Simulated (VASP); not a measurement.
ZnGe2N:

```
Zn Ge N
1.0
     3.18378    0.00000    0.00000
     0.00000    3.54688    0.00000
     0.00000    0.00000    5.74672
Zn Ge N
1 2 1
Direct
  0.50000 0.50000 0.50000
  0.50000 0.00000 0.24604
  0.50000 0.00000 0.75396
  0.00000 0.00000 0.00000
```

The cell was built from a structure type or drawn by symmetry, and may not be a known phase.

| Quantity | Value |
| --- | --- |
| Program | VASP 6.6.1 |
| Task | relaxation of cell and atoms |
| Functional | PBE |
| Potentials or basis | VASP PAW PBE potentials, release 64 (Zn, Ge_d, N) |
| Cutoff | 600 eV |
| k mesh | 6 × 6 × 4 |
| Occupations | gaussian, width 0.1 eV |
| Spin | no spin polarisation |

At the start: pressure 7.2 GPa; volume 16.22 Å³/atom.

**Question.** Where does the relaxation end?

**Answer.** Over 12 steps the energy falls by 303.3 meV/atom and the volume is 17.67 Å³/atom (+8.9 %); space group Pmmm (No. 47, to 0.1 Å) before and after.

Step by step:
```
step  energy change (eV)  largest force (eV/Å)  pressure (GPa)  volume (Å³)
   1              0.0000                2.6282            7.21        64.89
   2             -1.1433                0.9551            0.78        71.25
   3             -1.1438                0.8618            0.74        71.06
   4             -1.1931                0.3215           -2.07        72.27
   5             -1.2028                0.0073           -1.38        71.93
   6             -1.2100                0.0616            0.09        70.59
   7             -1.2101                0.0533           -0.05        70.73
   8             -1.2110                0.0687            0.10        70.64
   9             -1.2118                0.1001            0.38        70.45
  10             -1.2122                0.0740            0.32        70.50
  11             -1.2128                0.0062            0.10        70.63
  12             -1.2132                0.0115            0.10        70.67
```

Final structure:
```cif
data_structure
_symmetry_space_group_name_H-M 'P 1'
_symmetry_Int_Tables_number 1
_cell_length_a 2.8669
_cell_length_b 4.0145
_cell_length_c 6.1407
_cell_angle_alpha 90.000
_cell_angle_beta 90.000
_cell_angle_gamma 90.000
_cell_volume 70.67
loop_
_atom_site_label
_atom_site_type_symbol
_atom_site_fract_x
_atom_site_fract_y
_atom_site_fract_z
_atom_site_occupancy
Zn1 Zn 0.50000 0.50000 0.50000 1
Ge1 Ge 0.50000 0.00000 0.23199 1
Ge2 Ge 0.50000 0.00000 0.76801 1
N1 N 0.00000 0.00000 0.00000 1
```
